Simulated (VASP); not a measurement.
# HfO2 (Fm-3m) in VASP: further runs

The runs below take HfO2 through single point, relaxation of cell and atoms, with PBEsol.

Everything below comes from runs of VASP 6.6.1. Logs are shortened: lines on timing, memory, paths and dates and some standing lists are left out, and cuts for length are marked.

## 1. The cell of the first run

The structure is cubic, space group Fm-3m (No. 225). The conventional cell has a = 4.986 Å, b = 4.986 Å, c = 4.986 Å, α = 90.00°, β = 90.00°, γ = 90.00°. Within 2.9 Å of Hf (site symmetry m-3m) lie 8 O at 2.16 Å. Within 2.9 Å of O (site symmetry -43m) lie 4 Hf at 2.16 Å and 6 O at 2.49 Å.

## 2. Single point, PBEsol

INCAR

```
ALGO     = Normal         # electronic algorithm
EDIFF    = 1E-6           # SCF threshold, eV
ENCUT    = 520            # plane-wave cutoff, eV
GGA      = PS             # functional
ISIF     = 2              # what is computed and relaxed
ISMEAR   = -1             # smearing method
LASPH    = True           # aspherical terms in the spheres
LCHARG   = False          # write CHGCAR
LREAL    = False          # projectors in reciprocal space
LWAVE    = False          # write WAVECAR
NBANDS   = 18             # bands
NELM     = 100            # most SCF steps
PREC     = Accurate       # precision mode
SIGMA    = 0.05           # smearing width, eV
```

KPOINTS

```
k-points
0
Gamma
  9 9 9
```

POSCAR

```
HfO2
1.0
    0.0000000000      2.4927772035      2.4927772035
    2.4927772035      0.0000000000      2.4927772035
    2.4927772035      2.4927772035      0.0000000000
Hf O
1 2
Direct
    0.0000000000      0.0000000000      0.0000000000
    0.7500000000      0.7500000000      0.7500000000
    0.2500000000      0.2500000000      0.2500000000
```

Potentials or basis: VASP PAW PBE potentials, release 64 (Hf_pv, O).

Run with:

```bash
$ cat potpaw_PBE.64/Hf_pv/POTCAR potpaw_PBE.64/O/POTCAR > POTCAR
$ mpirun -np 1 vasp_std > vasp.out
```

OUTCAR:

```text
EDIFF = 1E-6
   ENCUT = 520
   GGA = PS
   ISIF = 2
   ISMEAR = -1
   LASPH = True
   LREAL = False
   NELM = 100
   PREC = Accurate

 ion  position               nearest neighbor table
   1  0.000  0.000  0.000-   2 2.16   2 2.16   2 2.16   2 2.16   3 2.16   3 2.16   3 2.16   3 2.16

   2  0.750  0.750  0.750-   1 2.16   1 2.16   1 2.16   1 2.16
   3  0.250  0.250  0.250-   1 2.16   1 2.16   1 2.16   1 2.16

  LATTYP: Found a face centered cubic cell.
 ALAT       =     4.9855544070

  Lattice vectors:

 A1 = (   0.0000000000,   2.4927772035,   2.4927772035)
 A2 = (   2.4927772035,   0.0000000000,   2.4927772035)
 A3 = (   2.4927772035,   2.4927772035,   0.0000000000)

Analysis of symmetry for initial positions (statically):
=====================================================================
 Subroutine PRICEL returns:
 Original cell was already a primitive cell.

 Routine SETGRP: Setting up the symmetry group for a
 face centered cubic supercell.

 Subroutine GETGRP returns: Found 48 space group operations
[... 9 lines left out ...]

 Routine SETGRP: Setting up the symmetry group for a
 face centered cubic supercell.

 Subroutine GETGRP returns: Found 48 space group operations
[... 11 lines left out ...]
                                     Primitive cell

  volume of cell :      30.9799

  direct lattice vectors                    reciprocal lattice vectors
     0.000000000  2.492777204  2.492777204    -0.200579498  0.200579498  0.200579498
     2.492777204  0.000000000  2.492777204     0.200579498 -0.200579498  0.200579498
     2.492777204  2.492777204  0.000000000     0.200579498  0.200579498 -0.200579498

  length of vectors
     3.525319329  3.525319329  3.525319329     0.347413881  0.347413881  0.347413881

  position of ions in fractional coordinates (direct lattice)
     0.000000000  0.000000000  0.000000000
     0.750000000  0.750000000  0.750000000
     0.250000000  0.250000000  0.250000000

  ion indices of the primitive-cell ions
   primitive index   ion index
                 1           1
                 2           2
                 3           3

----------------------------------------------------------------------------------------

 KPOINTS: k-points

Automatic generation of k-mesh.
 Grid dimensions read from file:
 generate k-points for:    9    9    9

 Generating k-lattice:

  Cartesian coordinates                     Fractional coordinates (reciprocal lattice)
    -0.022286611  0.022286611  0.022286611     0.111111111  0.000000000  0.000000000
     0.022286611 -0.022286611  0.022286611     0.000000000  0.111111111  0.000000000
     0.022286611  0.022286611 -0.022286611     0.000000000  0.000000000  0.111111111

  Length of vectors
     0.038601542  0.038601542  0.038601542

  Shift w.r.t. Gamma in fractional coordinates (k-lattice)
     0.000000000  0.000000000  0.000000000

 Subroutine IBZKPT returns following result:
 ===========================================

 Found     35 irreducible k-points:

 Following reciprocal coordinates:
            Coordinates               Weight
  0.000000  0.000000  0.000000      1.000000
  0.111111  0.000000  0.000000      8.000000
  0.222222  0.000000  0.000000      8.000000
  0.333333  0.000000  0.000000      8.000000
  0.444444  0.000000  0.000000      8.000000
  0.111111  0.111111  0.000000      6.000000
[... 16 lines left out ...]
 -0.333333  0.333333  0.000000     12.000000
  0.444444  0.444444  0.000000      6.000000
 [... further k-points ...]
   k-points           NKPTS =     35   k-points in BZ     NKDIM =     35   number of bands    NBANDS=     18
   number of dos      NEDOS =    301   number of ions     NIONS =      3
   total plane-waves  NPLWV =  21952
   dimension x,y,z NGX =    28 NGY =   28 NGZ =   28
   dimension x,y,z NGXF=    56 NGYF=   56 NGZF=   56
   ions per type =               1   2
   NGX,Y,Z   is equivalent  to a cutoff of  13.20, 13.20, 13.20 a.u.
   NGXF,Y,Z  is equivalent  to a cutoff of  26.41, 26.41, 26.41 a.u.
 SYSTEM =  unknown system
   PREC   = accura    normal or accurate (medium, high low for compatibility)
   ISTART =      0    job   : 0-new  1-cont  2-samecut
   ICHARG =      2    charge: 1-file 2-atom 10-const
   ISPIN  =      1    spin polarized calculation?
   LNONCOLLINEAR =      F non collinear calculations
   LSORBIT =      F    spin-orbit coupling
   LASPH  =      T    aspherical Exc in radial PAW
   ENCUT  =  520.0 eV  38.22 Ry    6.18 a.u.   6.55  6.55  6.55*2*pi/ulx,y,z
   NELM   =    100;   NELMIN=  2; NELMDL= -5     # of ELM steps
   EDIFF  = 0.1E-05   stopping-criterion for ELM
   LREAL  =      F    real-space projection
   EDIFFG = 0.1E-04   stopping-criterion for IOM
   NSW    =      0    number of steps for IOM
   IBRION =     -1    ionic relax: 0-MD 1-quasi-New 2-CG
   NFREE  =      0    steps in history (QN), initial steepest desc. (CG)
   ISIF   =      2    stress and relaxation
   ISYM   =      2    0-nonsym 1-usesym 2-fastsym
   POTIM  = 0.5000    time-step for ionic-motion
   TEBEG  =    0.0;   TEEND  =   0.0 temperature during run
   PSTRESS=    0.0 pullay stress
   NELECT =      22.0000    total number of electrons
   NUPDOWN=      -1.0000    fix difference up-down
   EMIN   =  10.00;   EMAX   =-10.00  energy-range for DOS
   EFERMI =   0.00;   METHOD = LEGACY
   ISMEAR =    -1;   SIGMA  =   0.05  broadening in eV -4-tet -1-fermi 0-gaus
   EFERMI_NEDOS =   21; number of points for ismear=-14 and -15
   IALGO  =     38    algorithm
   IMIX   =      4    mixing-type and parameters
     AMIX     =   0.40;   BMIX     =  1.00
     AMIX_MAG =   1.60;   BMIX_MAG =  1.00
  volume/ion in A,a.u.               =      10.33        69.69
  Fermi-wavevector in a.u.,A,eV,Ry     =   1.460570  2.760076 29.024813  2.133264
  Thomas-Fermi vector in A             =   2.577004
   LORBIT       =      0    0 simple, 1 ext, 2 COOP (PROOUT), +10 PAW based schemes
   GGA     = PS    functional components
   LHFCALC =     F    Hartree Fock is set to
   AEXX    =    0.0000 exact exchange contribution
   IVDW    =     0    specifies the selected vdW correction
   LEPSILON=     F    determine dielectric tensor
   LRPA    =     F    only Hartree local field effects (RPA)
 non-spin polarized calculation
  energy-cutoff  :      520.00
  volume of cell :       30.98
 maximum number of plane-waves:       869
 NGX is ok and might be reduce to    28
   NGX = 13   NGY = 13   NGZ = 13

 number of electron      22.0000003 magnetization

 Free energy of the ion-electron system (eV)
  ---------------------------------------------------
  ext. energy  EPLUGINS =         0.00000000
  ---------------------------------------------------
  free energy    TOTEN  =       -31.62413001 eV

  energy without entropy =      -31.62413001  energy(sigma->0) =      -31.62413001

 E-fermi :   5.5809     XC(G=0): -12.3763

 val. band max:        4.5164864347   @ k =  -0.4444   0.4444   0.0000
 cond. band min:       8.4402063303   @ k =   0.4444   0.4444   0.0000
 fundamental gap:      3.9237198956
 Fermi energy:         5.5808587618

 k-point     1 :       0.0000    0.0000    0.0000
  band No.  band energies     occupation
      1     -24.8282      2.00000
      2     -24.8282      2.00000
      3     -24.8282      2.00000
      4     -14.4398      2.00000
      5     -11.0783      2.00000
      6      -1.1493      2.00000
[... 10 lines left out ...]
     17      15.6391      0.00000
     18      18.4202      0.00000

 k-point     2 :       0.1111    0.0000    0.0000
  band No.  band energies     occupation
      1     -24.8991      2.00000
      2     -24.8357      2.00000
      3     -24.8357      2.00000
      4     -14.2469      2.00000
      5     -11.2374      2.00000
      6      -1.0205      2.00000
[... 10 lines left out ...]
     17      15.3894      0.00000
     18      18.3506      0.00000

 k-point     3 :       0.2222    0.0000    0.0000
  band No.  band energies     occupation
      1     -25.0712      2.00000
      2     -24.8546      2.00000
      3     -24.8546      2.00000
      4     -13.7717      2.00000
      5     -11.5750      2.00000
      6      -0.6891      2.00000
[... 10 lines left out ...]
     17      14.9083      0.00000
     18      17.8112      0.00000

 k-point     4 :       0.3333    0.0000    0.0000
  band No.  band energies     occupation
      1     -25.2553      2.00000
      2     -24.8759      2.00000
      3     -24.8759      2.00000
      4     -13.3047      2.00000
      5     -11.8027      2.00000
      6      -0.3158      2.00000
[... 10 lines left out ...]
     17      14.5807      0.00000
     18      17.1930      0.00000

 k-point     5 :       0.4444    0.0000    0.0000
  band No.  band energies     occupation
      1     -25.3696      2.00000
      2     -24.8897      2.00000
      3     -24.8897      2.00000
      4     -13.1202      2.00000
      5     -11.7840      2.00000
      6      -0.0908      2.00000
[... 10 lines left out ...]
     17      14.4930      0.00000
     18      17.5911      0.00000

 k-point     6 :       0.1111    0.1111    0.0000
  band No.  band energies     occupation
      1     -24.9053      2.00000
      2     -24.8468      2.00000
      3     -24.8468      2.00000
      4     -14.1796      2.00000
      5     -11.2914      2.00000
      6      -0.9991      2.00000
[... 307 lines left out ...]
 k-point    21 :       0.4444    0.3333    0.0000
  band No.  band energies     occupation
      1     -25.3411      2.00000
      2     -24.9941      2.00000
      3     -24.9620      2.00000
      4     -12.4001      2.00000
      5     -12.2612      2.00000
      6      -1.6244      2.00000
[... 10 lines left out ...]
     17      15.9149      0.00000
     18      18.3474      0.00000

 k-point    22 :      -0.4444    0.3333    0.0000
  band No.  band energies     occupation
      1     -25.3221      2.00000
      2     -25.0858      2.00000
      3     -24.9575      2.00000
      4     -12.4446      2.00000
      5     -12.0803      2.00000
      6      -1.6267      2.00000
[... 10 lines left out ...]
     17      17.0376      0.00000
     18      18.3258      0.00000

 k-point    23 :      -0.3333    0.3333    0.0000
  band No.  band energies     occupation
      1     -25.2243      2.00000
      2     -25.1873      2.00000
      3     -24.9351      2.00000
      4     -12.4559      2.00000
      5     -12.1086      2.00000
      6      -1.1747      2.00000
[... 10 lines left out ...]
     17      16.7558      0.00000
     18      18.2857      0.00000

 k-point    24 :       0.4444    0.4444    0.0000
  band No.  band energies     occupation
      1     -25.4007      2.00000
      2     -24.9810      2.00000
      3     -24.9810      2.00000
      4     -12.5063      2.00000
      5     -12.0185      2.00000
      6      -2.1826      2.00000
[... 10 lines left out ...]
     17      16.9652      0.00000
     18      18.3583      0.00000

 [... further k-points ...]
[... 5 lines left out ...]
  --------------------------------------------------------------------------------------
  -------------------------------------------------------------------------------------
  Total        1.1432288      1.1432288      1.1432288      0.0000000      0.0000000      0.0000000
  in kB       59.1239398     59.1239398     59.1239398      0.0000000      0.0000000      0.0000000
  external PRESSURE =      59.1239398 kB  Pullay stress =       0.0000000 kB

 VOLUME and BASIS-vectors are now :
 -----------------------------------------------------------------------------
  energy-cutoff  :      520.00
  volume of cell :       30.98
      direct lattice vectors                 reciprocal lattice vectors
     0.000000000  2.492777204  2.492777204    -0.200579498  0.200579498  0.200579498
     2.492777204  0.000000000  2.492777204     0.200579498 -0.200579498  0.200579498
     2.492777204  2.492777204  0.000000000     0.200579498  0.200579498 -0.200579498

 POSITION                                       TOTAL-FORCE (eV/Angst)
 -----------------------------------------------------------------------------------
      0.00000      0.00000      0.00000        -0.000000      0.000000      0.000000
      3.73917      3.73917      3.73917         0.000000      0.000000      0.000000
      1.24639      1.24639      1.24639        -0.000000     -0.000000     -0.000000
 -----------------------------------------------------------------------------------
    total drift:                                0.000000      0.000000      0.000000

  FREE ENERGIE OF THE ION-ELECTRON SYSTEM (eV)
  ---------------------------------------------------
  free  energy   TOTEN  =       -31.6241300145 eV

  energy  without entropy=      -31.6241300145  energy(sigma->0) =      -31.62413001
```

It took 9.9 s on 1 thread of Intel Xeon 6975P-C (Granite Rapids), shared host; peak memory 0.16 GiB.

Results:

```
Free energy            : -31.6241 eV
Pressure               : 5.9 GPa
Band gap on the k mesh : 3.92 eV, indirect (least direct gap 4.05 eV)
```

Levels at points of the mesh, in eV from the valence-band top:
| k point | band 8 | band 9 | band 10 | band 11 | band 12 | band 13 | band 14 | band 15 |
| --- | --- | --- | --- | --- | --- | --- | --- | --- |
| (0.00, 0.00, 0.00) | -5.67 | -0.59 | -0.59 | -0.59 | 3.95 | 3.95 | 6.10 | 11.12 |

Caveat: the PAW data sets were made with another functional, which shifts forces and pressure a little; spin-orbit coupling is left out, which moves the levels of the heavy elements.

[end of part 1 of 3]
